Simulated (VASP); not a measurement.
# CdS (P6_3mc) in VASP: further runs

The runs below take CdS through G0W0 quasiparticle levels, dielectric tensor, with PBE, r2SCAN.

All numbers are computed with VASP 6.6.1; they aren't measurements. Logs are shortened: lines on timing, memory, paths and dates and some standing lists are left out, and cuts for length are marked.

### Step 1. The cell of the first run

Symmetry: P6_3mc, No. 186, hexagonal system. Conventional cell: a = 4.206 Å, b = 4.206 Å, c = 6.834 Å, α = 90.00°, β = 90.00°, γ = 120.00°. Cd (site symmetry 3m) has 4 S at 2.57 to 2.58 Å within 3.4 Å. Within 3.4 Å of S (site symmetry 3m) lie 4 Cd at 2.57 to 2.58 Å.

### Step 2. G0W0 quasiparticle levels, PBE

Contents of POSCAR:

```
CdS
1.0
    4.2062472956      0.0000000000      0.0000000000
   -2.1031236478      3.6427170126      0.0000000000
    0.0000000000      0.0000000000      6.8336705949
Cd S
2 2
Direct
    0.3333333333      0.6666666667     -0.0009631164
    0.6666666667      0.3333333333      0.4990368836
    0.3333333333      0.6666666667      0.3759631164
    0.6666666667      0.3333333333      0.8759631164
```

Contents of INCAR.step1:

```
SYSTEM = CdS
ALGO = Normal ; EDIFF = 1E-8
ENCUT = 500 ; GGA = PE
ISMEAR = 0 ; LASPH = .True.
LCHARG = .False. ; LREAL = .False.
LWAVE = .True. ; NELM = 80
PREC = Accurate ; SIGMA = 0.01
```

Contents of INCAR.step2:

```
SYSTEM = CdS
ALGO = Exact ; EDIFF = 1E-8
ENCUT = 500 ; GGA = PE
ISMEAR = 0 ; ISTART = 1
LASPH = .True. ; LCHARG = .False.
LOPTICS = .True. ; LREAL = .False.
LWAVE = .True. ; NBANDS = 454
NELM = 1 ; PREC = Accurate
SIGMA = 0.01
```

Contents of INCAR.step3:

```
SYSTEM = CdS
ALGO = EVGW0 ; EDIFF = 1E-8
ENCUT = 500 ; ENCUTGW = 150.0
GGA = PE ; ISMEAR = 0
ISTART = 1 ; LASPH = .True.
LCHARG = .False. ; LREAL = .False.
LWAVE = .False. ; NBANDS = 454
NBANDSGW = 26 ; NELMGW = 1
NOMEGA = 48 ; PREC = Accurate
PRECFOCK = Fast ; SIGMA = 0.01
```

Contents of KPOINTS:

```
k-points
0
Gamma
  6 6 2
  0 0 0
```

Potentials or basis: VASP PAW PBE potentials, release 64 (Cd_GW, S_GW).

On the command line:

```bash
> cat potpaw_PBE.64/Cd_GW/POTCAR potpaw_PBE.64/S_GW/POTCAR > POTCAR
> cp INCAR.step1 INCAR
> mpirun -np 1 vasp_std > vasp.out
> cp INCAR.step2 INCAR
> mpirun -np 1 vasp_std > vasp.out
> cp INCAR.step3 INCAR
> mpirun -np 1 vasp_std > vasp.out
```

OUTCAR:

```text
SYSTEM = CdS
   EDIFF = 1E-8
   ENCUT = 500
   ENCUTGW = 150.0
   GGA = PE
   ISMEAR = 0
   ISTART = 1
   LASPH = .True.
   LREAL = .False.
   NELMGW = 1
   PREC = Accurate
   PRECFOCK = Fast

 ion  position               nearest neighbor table
   1  0.333  0.667  0.999-   4 2.57   4 2.57   4 2.57   3 2.58
   2  0.667  0.333  0.499-   3 2.57   3 2.57   3 2.57   4 2.58
   3  0.333  0.667  0.376-   2 2.57   2 2.57   2 2.57   1 2.58
   4  0.667  0.333  0.876-   1 2.57   1 2.57   1 2.57   2 2.58

  LATTYP: Found a hexagonal cell.
 ALAT       =     4.2062472956
 C/A-ratio  =     1.6246478428

  Lattice vectors:

 A1 = (   4.2062472956,   0.0000000000,   0.0000000000)
 A2 = (  -2.1031236478,   3.6427170126,   0.0000000000)
 A3 = (   0.0000000000,   0.0000000000,   6.8336705949)

Analysis of symmetry for initial positions (statically):
=====================================================================
 Subroutine PRICEL returns:
 Original cell was already a primitive cell.

 Routine SETGRP: Setting up the symmetry group for a
 hexagonal supercell.

 Subroutine GETGRP returns: Found 12 space group operations
 (whereof  6 operations were pure point group operations)
 out of a pool of 24 trial point group operations.

The static configuration has the point symmetry C_3v.
 The point group associated with its full space group is C_6v.

Analysis of symmetry for dynamics (positions and initial velocities):
=====================================================================
 Subroutine PRICEL returns:
 Original cell was already a primitive cell.

 Routine SETGRP: Setting up the symmetry group for a
 hexagonal supercell.

 Subroutine GETGRP returns: Found 12 space group operations
 (whereof  6 operations were pure point group operations)
 out of a pool of 24 trial point group operations.

The dynamic configuration has the point symmetry C_3v.
 The point group associated with its full space group is C_6v.

 Subroutine INISYM returns: Found 12 space group operations
 (whereof  6 operations are pure point group operations),
 and found     1 'primitive' translations

----------------------------------------------------------------------------------------

                                     Primitive cell

  volume of cell :     104.7067

  direct lattice vectors                    reciprocal lattice vectors
[... 52 lines left out ...]
  0.166667  0.166667  0.000000      6.000000
  0.333333  0.166667  0.000000     12.000000
  0.333333  0.333333  0.000000      2.000000
  0.000000  0.000000  0.500000      1.000000
  0.166667  0.000000  0.500000      6.000000
  0.333333  0.000000  0.500000      6.000000
  0.500000  0.000000  0.500000      3.000000
  0.166667  0.166667  0.500000      6.000000
  0.333333  0.166667  0.500000     12.000000
  0.333333  0.333333  0.500000      2.000000
   k-points           NKPTS =     14   k-points in BZ     NKDIM =     72   number of bands    NBANDS=    454
   number of dos      NEDOS =    301   number of ions     NIONS =      4
   total plane-waves  NPLWV =  51200
   dimension x,y,z NGX =    32 NGY =   32 NGZ =   50
   dimension x,y,z NGXF=    64 NGYF=   64 NGZF=  100
   ions per type =               2   2
   NGX,Y,Z   is equivalent  to a cutoff of  12.65, 12.65, 12.16 a.u.
   NGXF,Y,Z  is equivalent  to a cutoff of  25.30, 25.30, 24.33 a.u.
 SYSTEM =  CdS
   PREC   = accura    normal or accurate (medium, high low for compatibility)
   ISTART =      1    job   : 0-new  1-cont  2-samecut
   ICHARG =      0    charge: 1-file 2-atom 10-const
   ISPIN  =      1    spin polarized calculation?
   LNONCOLLINEAR =      F non collinear calculations
   LSORBIT =      F    spin-orbit coupling
   LASPH  =      T    aspherical Exc in radial PAW
   ENCUT  =  500.0 eV  36.75 Ry    6.06 a.u.   7.67  7.67 12.46*2*pi/ulx,y,z
   NELM   =     60;   NELMIN=  2; NELMDL=  0     # of ELM steps
   EDIFF  = 0.1E-07   stopping-criterion for ELM
   LREAL  =      F    real-space projection
   EDIFFG = 0.1E-06   stopping-criterion for IOM
   NSW    =      0    number of steps for IOM
   IBRION =     -1    ionic relax: 0-MD 1-quasi-New 2-CG
   NFREE  =      0    steps in history (QN), initial steepest desc. (CG)
   ISIF   =      0    stress and relaxation
   ISYM   =      3    0-nonsym 1-usesym 2-fastsym
   POTIM  = 0.5000    time-step for ionic-motion
   TEBEG  =    0.0;   TEEND  =   0.0 temperature during run
   PSTRESS=    0.0 pullay stress
   NELECT =      36.0000    total number of electrons
   NUPDOWN=      -1.0000    fix difference up-down
   EMIN   =  10.00;   EMAX   =-10.00  energy-range for DOS
   EFERMI =   0.00;   METHOD = LEGACY
   ISMEAR =     0;   SIGMA  =   0.01  broadening in eV -4-tet -1-fermi 0-gaus
   EFERMI_NEDOS =   21; number of points for ismear=-14 and -15
   IALGO  =     38    algorithm
   IMIX   =      4    mixing-type and parameters
     AMIX     =   0.40;   BMIX     =  1.00
     AMIX_MAG =   1.60;   BMIX_MAG =  1.00
  volume/ion in A,a.u.               =      26.18       176.65
  Fermi-wavevector in a.u.,A,eV,Ry     =   1.146879  2.167287 17.896168  1.315331
  Thomas-Fermi vector in A             =   2.283561
   LORBIT       =      0    0 simple, 1 ext, 2 COOP (PROOUT), +10 PAW based schemes
   GGA     = PE    functional components
   LHFCALC =     T    Hartree Fock is set to
   PRECFOCK=fast      Normal, Fast or Accurate (Low or Medium for compatibility)
   ENCUT4O =  -1.0   cutoff for four orbital integrals eV
   NKREDX  =     1    reduce k-point grid by
   NKREDY  =     1    reduce k-point grid by
   NKREDZ  =     1    reduce k-point grid by
   AEXX    =    1.0000 exact exchange contribution
   HFSCREEN=    0.0000 screening length (either q_TF or 0.3 A-1)
   HFSCREENC=   0.0000 screening length for correlation (either q_TF or 0.3 A-1)
   ENCUTFOCK=  -1.0 apply spherical cutoff to Coloumb kernel
   IVDW    =     0    specifies the selected vdW correction
   LEPSILON=     F    determine dielectric tensor
   LRPA    =     F    only Hartree local field effects (RPA)
   LRPAFORCE           =     F    calculate RPA forces
   ENCUTGW             = 150.0    cutoff for response function in eV
   ENCUTGWSOFT         = 120.0    soft cutoff for Coulomb kernel in GW response function in eV
   ENCUTLF             =  -1.0    cutoff for local field effects
   NELMGW              =     1    number of iterations in solving QP/BSE equation
   NELMHF              =     1    number of iterations in the inner HF iteration
   NKREDLFX            =     1    NKREDLFY  =   1   NKREDLFZ  =   1
 non-spin polarized calculation
 Gauss-broadening in eV      SIGMA  =   0.01
  energy-cutoff  :      500.00
  volume of cell :      104.71
 maximum number of plane-waves:      2695
 NGX is ok and might be reduce to    32
  NGX = 18; NGY = 18; NGZ = 30
   NGX = 15   NGY = 15   NGZ = 25
 maximum number of plane-waves:       458
 NGX is ok and might be reduce to    18

 QP shifts <psi_nk| G(iteration)W_0 |psi_nk>: iteration 1
 for sc-GW calculations column KS-energies equals QP-energies in previous step
 and V_xc(KS)=  KS-energies - (<T + V_ion + V_H > + <T+V_H+V_ion>^1  + <V_x>^1)

 k-point   1 :       0.0000    0.0000    0.0000
  band No.  KS-energies  QP-energies   sigma(KS)   V_xc(KS)     V^pw_x(r,r')   Z            occupation Imag(sigma)

      1      -9.9203     -10.3695     -13.7186     -12.9917     -20.8533       0.6179       2.0000       0.9940
      2      -9.5350     -10.0468     -14.3468     -13.5383     -21.3191       0.6329       2.0000       0.9343
      3      -5.3935      -7.2851     -17.9270     -15.2038     -22.9630       0.6946       2.0000       0.2563
      4      -5.3895      -7.2709     -17.9213     -15.2085     -22.9576       0.6935       2.0000       0.2564
      5      -5.3895      -7.2709     -17.9213     -15.2085     -22.9576       0.6935       2.0000       0.2564
      6      -5.3163      -7.2192     -18.0004     -15.2675     -23.0134       0.6963       2.0000       0.2512
[... 408 lines left out ...]
     25      11.3906      11.5484      -8.6030      -8.8111      -3.9873       0.7584       0.0000      -0.1684
     26      11.3906      11.5484      -8.6030      -8.8111      -3.9873       0.7584       0.0000      -0.1684
```

OUTCAR.step2:

```text
SYSTEM = CdS
   EDIFF = 1E-8
   ENCUT = 500
   GGA = PE
[... 1017 lines left out ...]
  --------------------------------------------------------------------------------------------------------------
     0.00000     8.01753     8.01753     8.41395     0.00000    -0.00000    -0.00000
     1.85222     6.12944     6.12944     6.78413     0.00000    -0.00000    -0.00000
     3.70443     9.43101     9.43101     8.70777     0.00000     0.00000    -0.00000
     5.55665     1.65074     1.65074    -0.64326    -0.00000     0.00000     0.00000
     7.40886     0.60051     0.60051     1.37051    -0.00000    -0.00000     0.00000
     9.26108    -1.34260    -1.34260    -1.32286    -0.00000    -0.00000    -0.00000
[... 92 lines left out ...]
   181.51716     0.98136     0.98136     0.98138     0.00000     0.00000    -0.00000
   183.36937     0.98177     0.98177     0.98179     0.00000     0.00000    -0.00000
```

Wall time 2.8 h (1 thread of Intel Xeon 8259CL, shared host); peak memory 2.5 GiB.

What came out:

| Item | Value |
| --- | --- |
| Quasiparticle gap | 1.92 eV |
| Least direct quasiparticle gap | 1.92 eV |
| Band gap of the starting levels on the mesh | 1.10 eV |
| Least direct gap of the starting levels on the mesh | 1.10 eV |

Caveat: the k points lie up to 0.46 Å⁻¹ apart; bands, screening cutoff and mesh are small and nothing is extrapolated, so the quasiparticle values aren't converged.

(Part 1 of 2 ends here.)
